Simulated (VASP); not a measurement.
# CoSn3 (Pm-3m) in VASP: single point with r2SCAN

Aim: the single point of CoSn3 with r2SCAN.

Everything below comes from runs of VASP 6.6.1. Logs are shortened: lines on timing, memory, paths and dates and some standing lists are left out, and cuts for length are marked.

### Step 1. The cell of the first run

It takes space group Pm-3m (No. 221, cubic). Conventional cell: a = 4.494 Å, b = 4.494 Å, c = 4.494 Å, α = 90.00°, β = 90.00°, γ = 90.00°. Sn (site symmetry 4/mmm) has 8 Sn at 3.18 Å and 4 Co at 3.18 Å within 4.2 Å. Within 4.2 Å of Co (site symmetry m-3m) lie 12 Sn at 3.18 Å.

### Step 2. Single point, r2SCAN, collinear spin, ferromagnetic start

Contents of POSCAR:

```
CoSn3
1.0
    4.4935678877      0.0000000000      0.0000000000
    0.0000000000      4.4935678877      0.0000000000
    0.0000000000      0.0000000000      4.4935678877
Sn Co
3 1
Direct
    0.0000000000      0.5000000000      0.5000000000
    0.5000000000      0.0000000000      0.5000000000
    0.5000000000      0.5000000000      0.0000000000
    0.0000000000      0.0000000000      0.0000000000
```

Contents of INCAR.step1:

```
PREC     = Accurate       # precision mode
ENCUT    = 520            # plane-wave cutoff, eV
ISMEAR   = 0              # smearing method
SIGMA    = 0.1            # smearing width, eV
LREAL    = False          # projectors in reciprocal space
LASPH    = True           # aspherical terms in the spheres
NELM     = 150            # most SCF steps
ISPIN    = 2              # spin polarisation
MAGMOM   = 0 0 0 3.5      # initial moments
LMAXMIX  = 4              # l up to which the mixer works
NBANDS   = 38             # bands
GGA      = PE             # functional
ALGO     = Normal         # electronic algorithm
EDIFF    = 1E-4           # SCF threshold, eV
LWAVE    = True           # write WAVECAR
LCHARG   = False          # write CHGCAR
```

Contents of INCAR.step2:

```
PREC     = Accurate       # precision mode
ENCUT    = 520            # plane-wave cutoff, eV
EDIFF    = 1E-7           # SCF threshold, eV
ISMEAR   = 0              # smearing method
SIGMA    = 0.1            # smearing width, eV
LREAL    = False          # projectors in reciprocal space
LASPH    = True           # aspherical terms in the spheres
NELM     = 150            # most SCF steps
ALGO     = Normal         # electronic algorithm
ISIF     = 2              # what is computed and relaxed
LWAVE    = False          # write WAVECAR
LCHARG   = False          # write CHGCAR
ISPIN    = 2              # spin polarisation
MAGMOM   = 0 0 0 3.5      # initial moments
LORBIT   = 11             # projections on sites
LMAXMIX  = 4              # l up to which the mixer works
METAGGA  = R2SCAN         # meta-GGA
LMIXTAU  = True         
NBANDS   = 38             # bands
ISTART   = 1
```

Contents of KPOINTS:

```
regular mesh
0
Gamma
  10 10 10
```

Potentials or basis: VASP PAW PBE potentials, release 64 (Sn_d, Co).

Started as:

```console
$ cat potpaw_PBE.64/Sn_d/POTCAR potpaw_PBE.64/Co/POTCAR > POTCAR
$ cp INCAR.step1 INCAR
$ mpirun -np 1 vasp_std > vasp.out
$ cp INCAR.step2 INCAR
$ mpirun -np 1 vasp_std > vasp.out
```

OUTCAR:

```text
PREC = Accurate
   ENCUT = 520
   EDIFF = 1E-7
   ISMEAR = 0
   LREAL = False
   LASPH = True
   NELM = 150
   ISIF = 2
   ISPIN = 2
   LORBIT = 11
   METAGGA = R2SCAN
   ISTART = 1

 ion  position               nearest neighbor table
   1  0.000  0.500  0.500-   2 3.18   3 3.18   4 3.18   3 3.18   4 3.18   2 3.18   4 3.18   4 3.18
                             2 3.18   3 3.18   3 3.18   2 3.18
   2  0.500  0.000  0.500-   1 3.18   3 3.18   4 3.18   3 3.18   4 3.18   1 3.18   3 3.18   3 3.18
                             1 3.18   4 3.18   4 3.18   1 3.18
   3  0.500  0.500  0.000-   1 3.18   2 3.18   4 3.18   1 3.18   2 3.18   2 3.18   4 3.18   2 3.18
                             1 3.18   4 3.18   1 3.18   4 3.18
   4  0.000  0.000  0.000-   1 3.18   2 3.18   3 3.18   1 3.18   2 3.18   1 3.18   3 3.18   1 3.18
                             2 3.18   3 3.18   2 3.18   3 3.18

  LATTYP: Found a simple cubic cell.
 ALAT       =     4.4935678877

  Lattice vectors:

 A1 = (   4.4935678877,   0.0000000000,   0.0000000000)
 A2 = (   0.0000000000,   4.4935678877,   0.0000000000)
 A3 = (   0.0000000000,   0.0000000000,   4.4935678877)

Analysis of symmetry for initial positions (statically):
=====================================================================
 Subroutine PRICEL returns:
 Original cell was already a primitive cell.

 Routine SETGRP: Setting up the symmetry group for a
 simple cubic supercell.

 Subroutine GETGRP returns: Found 48 space group operations
 (whereof 48 operations were pure point group operations)
 out of a pool of 48 trial point group operations.

The static configuration has the point symmetry O_h .

Analysis of symmetry for dynamics (positions and initial velocities):
=====================================================================
 Subroutine PRICEL returns:
 Original cell was already a primitive cell.

 Routine SETGRP: Setting up the symmetry group for a
 simple cubic supercell.

 Subroutine GETGRP returns: Found 48 space group operations
 (whereof 48 operations were pure point group operations)
 out of a pool of 48 trial point group operations.

The dynamic configuration has the point symmetry O_h .

Analysis of structural, dynamic, and magnetic symmetry:
=====================================================================
 Subroutine PRICEL returns:
 Original cell was already a primitive cell.

 Routine SETGRP: Setting up the symmetry group for a
 simple cubic supercell.

 Subroutine GETGRP returns: Found 48 space group operations
 (whereof 48 operations were pure point group operations)
 out of a pool of 48 trial point group operations.

The overall configuration has the point symmetry O_h .

 Subroutine INISYM returns: Found 48 space group operations
 (whereof 48 operations are pure point group operations),
 and found     1 'primitive' translations

----------------------------------------------------------------------------------------

                                     Primitive cell

  volume of cell :      90.7348

  direct lattice vectors                    reciprocal lattice vectors
     4.493567888  0.000000000  0.000000000     0.222540312  0.000000000  0.000000000
     0.000000000  4.493567888  0.000000000     0.000000000  0.222540312  0.000000000
     0.000000000  0.000000000  4.493567888     0.000000000  0.000000000  0.222540312

  length of vectors
     4.493567888  4.493567888  4.493567888     0.222540312  0.222540312  0.222540312

  position of ions in fractional coordinates (direct lattice)
     0.000000000  0.500000000  0.500000000
     0.500000000  0.000000000  0.500000000
     0.500000000  0.500000000  0.000000000
     0.000000000  0.000000000  0.000000000

  ion indices of the primitive-cell ions
   primitive index   ion index
                 1           1
                 2           2
                 3           3
                 4           4

----------------------------------------------------------------------------------------

 KPOINTS: regular mesh

Automatic generation of k-mesh.
 Grid dimensions read from file:
 generate k-points for:   10   10   10

 Generating k-lattice:

  Cartesian coordinates                     Fractional coordinates (reciprocal lattice)
     0.022254031  0.000000000  0.000000000     0.100000000  0.000000000  0.000000000
     0.000000000  0.022254031  0.000000000     0.000000000  0.100000000  0.000000000
     0.000000000  0.000000000  0.022254031     0.000000000  0.000000000  0.100000000

  Length of vectors
     0.022254031  0.022254031  0.022254031

  Shift w.r.t. Gamma in fractional coordinates (k-lattice)
     0.000000000  0.000000000  0.000000000

 Subroutine IBZKPT returns following result:
 ===========================================

 Found     56 irreducible k-points:

 Following reciprocal coordinates:
            Coordinates               Weight
  0.000000  0.000000  0.000000      1.000000
  0.100000  0.000000  0.000000      6.000000
  0.200000  0.000000  0.000000      6.000000
  0.300000  0.000000  0.000000      6.000000
  0.400000  0.000000  0.000000      6.000000
  0.500000  0.000000  0.000000      3.000000
[... 16 lines left out ...]
  0.200000  0.100000  0.100000     24.000000
  0.300000  0.100000  0.100000     24.000000
 [... further k-points ...]
   k-points           NKPTS =     56   k-points in BZ     NKDIM =     56   number of bands    NBANDS=     38
   number of dos      NEDOS =    301   number of ions     NIONS =      4
   total plane-waves  NPLWV =  46656
   dimension x,y,z NGX =    36 NGY =   36 NGZ =   36
   dimension x,y,z NGXF=    72 NGYF=   72 NGZF=   72
   ions per type =               3   1
   NGX,Y,Z   is equivalent  to a cutoff of  13.32, 13.32, 13.32 a.u.
   NGXF,Y,Z  is equivalent  to a cutoff of  26.64, 26.64, 26.64 a.u.
 SYSTEM =  unknown system
   PREC   = accura    normal or accurate (medium, high low for compatibility)
   ISTART =      1    job   : 0-new  1-cont  2-samecut
   ICHARG =      0    charge: 1-file 2-atom 10-const
   ISPIN  =      2    spin polarized calculation?
   LNONCOLLINEAR =      F non collinear calculations
   LSORBIT =      F    spin-orbit coupling
   LASPH  =      T    aspherical Exc in radial PAW
   ENCUT  =  520.0 eV  38.22 Ry    6.18 a.u.   8.36  8.36  8.36*2*pi/ulx,y,z
   NELM   =    150;   NELMIN=  2; NELMDL=  0     # of ELM steps
   EDIFF  = 0.1E-06   stopping-criterion for ELM
   LREAL  =      F    real-space projection
   EDIFFG = 0.1E-05   stopping-criterion for IOM
   NSW    =      0    number of steps for IOM
   IBRION =     -1    ionic relax: 0-MD 1-quasi-New 2-CG
   NFREE  =      0    steps in history (QN), initial steepest desc. (CG)
   ISIF   =      2    stress and relaxation
   ISYM   =      2    0-nonsym 1-usesym 2-fastsym
   POTIM  = 0.5000    time-step for ionic-motion
   TEBEG  =    0.0;   TEEND  =   0.0 temperature during run
   PSTRESS=    0.0 pullay stress
   NELECT =      51.0000    total number of electrons
   NUPDOWN=      -1.0000    fix difference up-down
   EMIN   =  10.00;   EMAX   =-10.00  energy-range for DOS
   EFERMI =   0.00;   METHOD = LEGACY
   ISMEAR =     0;   SIGMA  =   0.10  broadening in eV -4-tet -1-fermi 0-gaus
   EFERMI_NEDOS =   21; number of points for ismear=-14 and -15
   IALGO  =     38    algorithm
   IMIX   =      4    mixing-type and parameters
     AMIX     =   0.40;   BMIX     =  1.00
     AMIX_MAG =   1.60;   BMIX_MAG =  1.00
  volume/ion in A,a.u.               =      22.68       153.08
  Fermi-wavevector in a.u.,A,eV,Ry     =   1.351057  2.553127 24.835453  1.825354
  Thomas-Fermi vector in A             =   2.478510
   LORBIT       =     11    0 simple, 1 ext, 2 COOP (PROOUT), +10 PAW based schemes
   METAGGA = R2SCAN    functional components
   LHFCALC =     F    Hartree Fock is set to
   AEXX    =    0.0000 exact exchange contribution
   IVDW    =     0    specifies the selected vdW correction
   LEPSILON=     F    determine dielectric tensor
   LRPA    =     F    only Hartree local field effects (RPA)
 spin polarized calculation
 Gauss-broadening in eV      SIGMA  =   0.10
  energy-cutoff  :      520.00
  volume of cell :       90.73
 maximum number of plane-waves:      2469
 NGX is ok and might be reduce to    36
   NGX = 17   NGY = 17   NGZ = 17

 number of electron      50.9999987 magnetization       1.9123580

 Free energy of the ion-electron system (eV)
  ---------------------------------------------------
  ext. energy  EPLUGINS =         0.00000000
  ---------------------------------------------------
  free energy    TOTEN  =       -85.17231735 eV

  energy without entropy =      -85.14741536  energy(sigma->0) =      -85.15986636

 E-fermi :   8.8272     XC(G=0): -11.7928

 val. band max:        8.8237611370   @ k =   0.4000   0.3000   0.1000
 cond. band min:       8.8272921785   @ k =   0.2000   0.2000   0.0000
 fundamental gap:      0.0035310416
 Fermi energy:         8.8272313328

 spin component 1

 k-point     1 :       0.0000    0.0000    0.0000
  band No.  band energies     occupation
      1     -13.7359      1.00000
      2     -13.7359      1.00000
      3     -13.7359      1.00000
      4     -13.7193      1.00000
      5     -13.5627      1.00000
      6     -13.5627      1.00000
[... 29 lines left out ...]
     36      16.3315      0.00000
     37      16.8243      0.00000
[... 918 lines left out ...]
     36      17.8852      0.00000
     37      18.8798      0.00000

 [... further k-points ...]

 spin component 2

 k-point     1 :       0.0000    0.0000    0.0000
  band No.  band energies     occupation
      1     -13.7298      1.00000
      2     -13.7298      1.00000
      3     -13.7298      1.00000
      4     -13.7080      1.00000
      5     -13.5614      1.00000
      6     -13.5614      1.00000
[... 29 lines left out ...]
     36      16.5046      0.00000
     37      16.9771      0.00000
[... 918 lines left out ...]
     36      18.1202      0.00000
     37      19.0045      0.00000

 [... further k-points ...]

 [bands above 37 left out]

------------------------ aborting loop because EDIFF is reached ----------------------------------------

  FORCE on cell =-STRESS in cart. coord.  units (eV):
  Direction    XX          YY          ZZ          XY          YZ          ZX
  --------------------------------------------------------------------------------------
  -------------------------------------------------------------------------------------
  Total       -0.0406283     -0.0406283     -0.0406283      0.0000000     -0.0000000     -0.0000000
  in kB       -0.7174061     -0.7174061     -0.7174061      0.0000000     -0.0000000     -0.0000000
  external PRESSURE =      -0.7174061 kB  Pullay stress =       0.0000000 kB

 VOLUME and BASIS-vectors are now :
 -----------------------------------------------------------------------------
  energy-cutoff  :      520.00
  volume of cell :       90.73
      direct lattice vectors                 reciprocal lattice vectors
     4.493567888  0.000000000  0.000000000     0.222540312  0.000000000  0.000000000
     0.000000000  4.493567888  0.000000000     0.000000000  0.222540312  0.000000000
     0.000000000  0.000000000  4.493567888     0.000000000  0.000000000  0.222540312

 POSITION                                       TOTAL-FORCE (eV/Angst)
 -----------------------------------------------------------------------------------
      0.00000      2.24678      2.24678         0.000000      0.000000      0.000000
      2.24678      0.00000      2.24678         0.000000      0.000000      0.000000
      2.24678      2.24678      0.00000         0.000000      0.000000      0.000000
      0.00000      0.00000      0.00000         0.000000      0.000000      0.000000
 -----------------------------------------------------------------------------------
    total drift:                                0.000000      0.000000      0.000000

  FREE ENERGIE OF THE ION-ELECTRON SYSTEM (eV)
  ---------------------------------------------------
  free  energy   TOTEN  =       -85.1723173531 eV

  energy  without entropy=      -85.1474153588  energy(sigma->0) =      -85.15986636

 total charge

# of ion       s       p       d       tot
------------------------------------------
    1        1.230   1.021   9.996  12.247
    2        1.230   1.021   9.996  12.247
    3        1.230   1.021   9.996  12.247
    4        0.343   0.196   7.222   7.760
--------------------------------------------------
tot          4.034   3.258  37.209  44.502

 magnetization (x)

# of ion       s       p       d       tot
------------------------------------------
    1        0.016  -0.020  -0.003  -0.007
    2        0.016  -0.020  -0.003  -0.007
    3        0.016  -0.020  -0.003  -0.007
    4        0.033   0.015   1.954   2.002
--------------------------------------------------
tot          0.081  -0.046   1.945   1.980
```

It took 43 min on 1 thread of Oxide Virtual Turin-like, shared host; peak memory 0.41 GiB.

What came out:

```
Free energy                                           : -85.1723 eV
Pressure                                              : -0.1 GPa
Net moment                                            : 1.91 μB per cell
Site moments                                          : Sn -0.01; Co +2.00 μB
Valence electrons inside the program's atomic spheres : Sn 12.25; Co 7.76
```

Caveat: the PAW data sets were made with another functional, which shifts forces and pressure a little; spin-orbit coupling is left out, which moves the levels of the heavy elements.
